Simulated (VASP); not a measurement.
# Fe (Im-3m) in VASP: single point with PBE

Aim: the single point of Fe with PBE.

All numbers are computed with VASP 6.6.1; they aren't measurements. Logs are shortened: lines on timing, memory, paths and dates and some standing lists are left out, and cuts for length are marked.

### Step 1. The cell of the first run

The structure is cubic, space group Im-3m (No. 229). The conventional cell has a = 2.831 Å, b = 2.831 Å, c = 2.831 Å, α = 90.00°, β = 90.00°, γ = 90.00°. Within 3.2 Å of Fe (site symmetry m-3m) lie 14 Fe at 2.45 to 2.83 Å.

### Step 2. Single point, PBE, collinear spin, antiferromagnetic start

INCAR reads:

```
SYSTEM = Fe
PREC = Accurate ; ENCUT = 520
EDIFF = 1E-7 ; ISMEAR = 0
SIGMA = 0.05 ; LREAL = .FALSE.
LASPH = .TRUE. ; NELM = 150
ALGO = Normal ; ISIF = 2
LWAVE = .FALSE. ; LCHARG = .FALSE.
ISPIN = 2 ; MAGMOM = 2.5 -2.5
LORBIT = 11 ; LMAXMIX = 4
GGA = PE ; NBANDS = 19
```

KPOINTS reads:

```
Automatic mesh
0
G
  16 16 16
  0 0 0
```

POSCAR reads:

```
Fe
1.0
    2.8311865314      0.0000000000      0.0000000000
    0.0000000000      2.8311865314      0.0000000000
    0.0000000000      0.0000000000      2.8311865314
Fe
2
Direct
    0.0000000000      0.0000000000      0.0000000000
    0.5000000000      0.5000000000      0.5000000000
```

Potentials or basis: VASP PAW PBE potentials, release 64 (Fe).

Run with:

```
$ cat potpaw_PBE.64/Fe/POTCAR > POTCAR
$ mpirun -np 1 vasp_std > vasp.out
```

OUTCAR:

```text
SYSTEM = Fe
   PREC = Accurate
   ENCUT = 520
   EDIFF = 1E-7
   ISMEAR = 0
   LREAL = .FALSE.
   LASPH = .TRUE.
   NELM = 150
   ISIF = 2
   ISPIN = 2
   LORBIT = 11
   GGA = PE

 ion  position               nearest neighbor table
   1  0.000  0.000  0.000-   2 2.45   2 2.45   2 2.45   2 2.45   2 2.45   2 2.45   2 2.45   2 2.45

   2  0.500  0.500  0.500-   1 2.45   1 2.45   1 2.45   1 2.45   1 2.45   1 2.45   1 2.45   1 2.45

  LATTYP: Found a simple cubic cell.
 ALAT       =     2.8311865314

  Lattice vectors:

 A1 = (   2.8311865314,   0.0000000000,   0.0000000000)
 A2 = (   0.0000000000,   2.8311865314,   0.0000000000)
 A3 = (   0.0000000000,   0.0000000000,   2.8311865314)

Analysis of symmetry for initial positions (statically):
=====================================================================
 Subroutine PRICEL returns following result:

  LATTYP: Found a body centered cubic cell.
 ALAT       =     2.8311865314
[... 12 lines left out ...]
 Subroutine GETGRP returns: Found 48 space group operations
 (whereof 48 operations were pure point group operations)
 out of a pool of 48 trial point group operations.

The static configuration has the point symmetry O_h .

Analysis of symmetry for dynamics (positions and initial velocities):
=====================================================================
 Subroutine PRICEL returns following result:

  LATTYP: Found a body centered cubic cell.
 ALAT       =     2.8311865314
[... 12 lines left out ...]
 Subroutine GETGRP returns: Found 48 space group operations
 (whereof 48 operations were pure point group operations)
 out of a pool of 48 trial point group operations.

The dynamic configuration has the point symmetry O_h .

Analysis of structural, dynamic, and magnetic symmetry:
=====================================================================
 Subroutine PRICEL returns following result:

  LATTYP: Found a body centered cubic cell.
 ALAT       =     2.8311865314
[... 12 lines left out ...]
 Subroutine GETGRP returns: Found 48 space group operations
 (whereof 48 operations were pure point group operations)
 out of a pool of 48 trial point group operations.

The overall configuration has the point symmetry O_h .

 Subroutine INISYM returns: Found 48 space group operations
 (whereof 48 operations are pure point group operations),
 and found     2 'primitive' translations

----------------------------------------------------------------------------------------

                                     Primitive cell

  volume of cell :      11.3469

  direct lattice vectors                    reciprocal lattice vectors
     1.415593266  1.415593266 -1.415593266     0.353208801  0.353208801  0.000000000
[... 110 lines left out ...]
   LHFCALC =     F    Hartree Fock is set to
   AEXX    =    0.0000 exact exchange contribution
   IVDW    =     0    specifies the selected vdW correction
   LEPSILON=     F    determine dielectric tensor
   LRPA    =     F    only Hartree local field effects (RPA)
 spin polarized calculation
 Gauss-broadening in eV      SIGMA  =   0.05
  energy-cutoff  :      520.00
  volume of cell :       22.69
 maximum number of plane-waves:       627
 NGX is ok and might be reduce to    24
   NGX = 11   NGY = 11   NGZ = 11

 number of electron      16.0000014 magnetization      -0.0000000

 number of electron      16.0000014 magnetization       0.0000000

 Free energy of the ion-electron system (eV)
  ---------------------------------------------------
  ext. energy  EPLUGINS =         0.00000000
  ---------------------------------------------------
  free energy    TOTEN  =       -15.59318157 eV

  energy without entropy =      -15.58827964  energy(sigma->0) =      -15.59073061

 E-fermi :   6.0565     XC(G=0): -13.1449

 val. band max:        6.0564215405   @ k =   0.1875   0.1875   0.1875
 cond. band min:       6.0564957806   @ k =   0.1875   0.1875   0.1875
 fundamental gap:      0.0000742401
 Fermi energy:         6.0564825731

 spin component 1

 k-point     1 :       0.0000    0.0000    0.0000
  band No.  band energies     occupation
      1      -2.5287      1.00000
      2       1.6747      1.00000
      3       1.6747      1.00000
      4       4.2511      1.00000
      5       4.2511      1.00000
      6       4.2511      1.00000
[... 517 lines left out ...]
     18      24.7289      0.00000
     19      28.5124      0.00000

 [... further k-points ...]

 spin component 2

 k-point     1 :       0.0000    0.0000    0.0000
  band No.  band energies     occupation
      1      -2.5287      1.00000
      2       1.6747      1.00000
      3       1.6747      1.00000
      4       4.2511      1.00000
      5       4.2511      1.00000
      6       4.2511      1.00000
[... 517 lines left out ...]
     18      24.7289      0.00000
     19      28.5124      0.00000

 [... further k-points ...]

------------------------ aborting loop because EDIFF is reached ----------------------------------------

  FORCE on cell =-STRESS in cart. coord.  units (eV):
  Direction    XX          YY          ZZ          XY          YZ          ZX
  --------------------------------------------------------------------------------------
  -------------------------------------------------------------------------------------
  Total       -0.8742043     -0.8742043     -0.8742043      0.0000000      0.0000000     -0.0000000
  in kB      -61.7188846    -61.7188846    -61.7188846      0.0000000      0.0000000     -0.0000000
  external PRESSURE =     -61.7188846 kB  Pullay stress =       0.0000000 kB

 VOLUME and BASIS-vectors are now :
 -----------------------------------------------------------------------------
  energy-cutoff  :      520.00
  volume of cell :       22.69
      direct lattice vectors                 reciprocal lattice vectors
     2.831186531  0.000000000  0.000000000     0.353208801  0.000000000  0.000000000
     0.000000000  2.831186531  0.000000000     0.000000000  0.353208801  0.000000000
     0.000000000  0.000000000  2.831186531     0.000000000  0.000000000  0.353208801

 POSITION                                       TOTAL-FORCE (eV/Angst)
 -----------------------------------------------------------------------------------
      0.00000      0.00000      0.00000        -0.000000      0.000000     -0.000000
      1.41559      1.41559      1.41559         0.000000     -0.000000      0.000000
 -----------------------------------------------------------------------------------
    total drift:                                0.000000      0.000000     -0.000000

  FREE ENERGIE OF THE ION-ELECTRON SYSTEM (eV)
  ---------------------------------------------------
  free  energy   TOTEN  =       -15.5931815711 eV

  energy  without entropy=      -15.5882796419  energy(sigma->0) =      -15.59073061

 total charge

# of ion       s       p       d       tot
------------------------------------------
    1        0.489   0.539   6.241   7.270
    2        0.489   0.539   6.241   7.270
--------------------------------------------------
tot          0.979   1.078  12.482  14.540

 magnetization (x)

# of ion       s       p       d       tot
------------------------------------------
    1        0.019   0.026   1.464   1.509
    2       -0.019  -0.026  -1.464  -1.509
--------------------------------------------------
tot          0.000   0.000   0.000   0.000
```

OSZICAR:

```text
N       E                     dE             d eps       ncg     rms          rms(c)
DAV:   1     0.753679931212E+02    0.75368E+02   -0.71189E+03 13620   0.110E+03
DAV:   2    -0.149386229180E+02   -0.90307E+02   -0.79650E+02 12579   0.201E+02
DAV:   3    -0.182487362982E+02   -0.33101E+01   -0.30829E+01 13747   0.492E+01
DAV:   4    -0.182755128132E+02   -0.26777E-01   -0.26753E-01 14023   0.414E+00
DAV:   5    -0.182758141255E+02   -0.30131E-03   -0.30130E-03 14067   0.417E-01    0.161E+01
DAV:   6    -0.158144452860E+02    0.24614E+01   -0.67120E+00 13589   0.560E+01    0.654E+00
DAV:   7    -0.156246987733E+02    0.18975E+00   -0.70169E-01 13747   0.155E+01    0.341E+00
DAV:   8    -0.156071098017E+02    0.17589E-01   -0.79654E-03 14869   0.100E+00    0.116E+00
DAV:   9    -0.155943588231E+02    0.12751E-01   -0.17383E-03 20074   0.853E-01    0.304E-01
DAV:  10    -0.155931631835E+02    0.11956E-02   -0.48058E-04 13893   0.259E-01    0.829E-02
DAV:  11    -0.155931904657E+02   -0.27282E-04   -0.50023E-05 14134   0.746E-02    0.478E-02
DAV:  12    -0.155931832233E+02    0.72423E-05   -0.26158E-06 16818   0.290E-02    0.126E-02
DAV:  13    -0.155931817990E+02    0.14243E-05   -0.10890E-06 16609   0.170E-02    0.344E-03
DAV:  14    -0.155931815340E+02    0.26504E-06   -0.90189E-08  8265   0.420E-03    0.280E-03
DAV:  15    -0.155931815711E+02   -0.37090E-07   -0.22093E-08  7377   0.218E-03
   1 F= -.15593182E+02 E0= -.15590731E+02  d E =-.490193E-02  mag=     0.0000
```

stdout:

```text
POSCAR found type information on POSCAR Fe
 POSCAR found :  1 types and       2 ions
 scaLAPACK will be used
 LDA part: xc-table for (Slater+PW92), standard interpolation
 POSCAR, INCAR and KPOINTS ok, starting setup
 FFT: planning ... GRIDC
 FFT: planning ... GRID_SOFT
 FFT: planning ... GRID
 WAVECAR not read
 entering main loop
```

Run time: 92 s. Hardware: 1 thread of Intel Xeon Platinum 8559C (Emerald Rapids), shared host; peak memory 0.22 GiB.

What came out:

```yaml
Free_energy: -15.5932 eV
Pressure: -6.2 GPa
Band_gap_on_the_k_mesh: zero (filled and empty bands overlap)
Net_moment: 0.00 μB per cell
Site_moments: Fe +1.51, -1.51 μB
Valence_electrons_inside_the_program's_atomic_spheres: Fe 7.27
```

Caveat: the cell stands under tension; the antiferromagnetic order is the one typed at the start, and another may lie lower.
